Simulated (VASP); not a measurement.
Wanted: the native input for a VASP 6.6.1 run.

- Task: relaxation of cell and atoms
- Functional: PBE
- Potentials or basis: VASP PAW PBE potentials, release 64 (Si, W_sv)
- Cutoff: 600 eV
- k mesh: 6 × 6 × 6
- Occupations: gaussian, width 0.1 eV
- Spin: no spin polarisation
- Dipole correction: no
- Further INCAR settings: ALGO = Normal; EDIFF = 1e-07; IBRION = 2; EDIFFG = -0.04; NSW = 90; ISIF = 3

The structure of Si2W lies in POSCAR:

```
Si2W
1.0
   -3.3018168119      3.3018168119      2.2657674865
    3.3018168119     -3.3018168119      2.2657674865
    3.3018168119      3.3018168119     -2.2657674865
Si W
4 2
Direct
    0.6377486178      0.8211309205      0.1833823028
    0.6377486178      0.4543663150      0.8166176972
    0.5711309205      0.8877486178      0.6833823028
    0.2043663150      0.8877486178      0.3166176972
    0.1581039455      0.1581039455      0.0000000000
    0.9081039455      0.4081039455      0.5000000000
```

The cell was built from a structure type or drawn by symmetry, and may not be a known phase.

The input as run:

INCAR

```
SYSTEM = Si2W
PREC = Accurate ; ENCUT = 600
EDIFF = 1E-7 ; ISMEAR = 0
SIGMA = 0.1 ; LREAL = .FALSE.
LASPH = .TRUE. ; NELM = 60
ALGO = Normal ; ISIF = 3
LWAVE = .FALSE. ; LCHARG = .FALSE.
GGA = PE ; IBRION = 2
NSW = 90 ; EDIFFG = -0.04
```

KPOINTS

```
Automatic mesh
0
G
  6 6 6
  0 0 0
```

Potentials or basis: VASP PAW PBE potentials, release 64 (Si, W_sv).

Launch:

```console
$ cat potpaw_PBE.64/Si/POTCAR potpaw_PBE.64/W_sv/POTCAR > POTCAR
$ mpirun -np 1 vasp_std > vasp.out
```

It gave:

- Relaxed volume: 16.49 Å³/atom
- Relaxed cell: a = 5.195 Å, b = 5.195 Å, c = 5.195 Å, α = 100.93°, β = 100.93°, γ = 128.37°
- Space group after relaxing (to 0.1 Å): I4_1md (No. 109)
- Energy gained by relaxing: 0.3 meV/atom
- Ionic steps: 4
- Pressure after relaxing: 0.1 GPa
- Band gap on the k mesh: zero (bands 22 and 23 overlap by 0.78 eV)

Caveat: spin-orbit coupling is left out, which moves the levels of the heavy elements.

Wall time 7.7 min on 1 thread of Intel Xeon 8259CL, with other jobs on the host, peak memory 0.3 GiB.
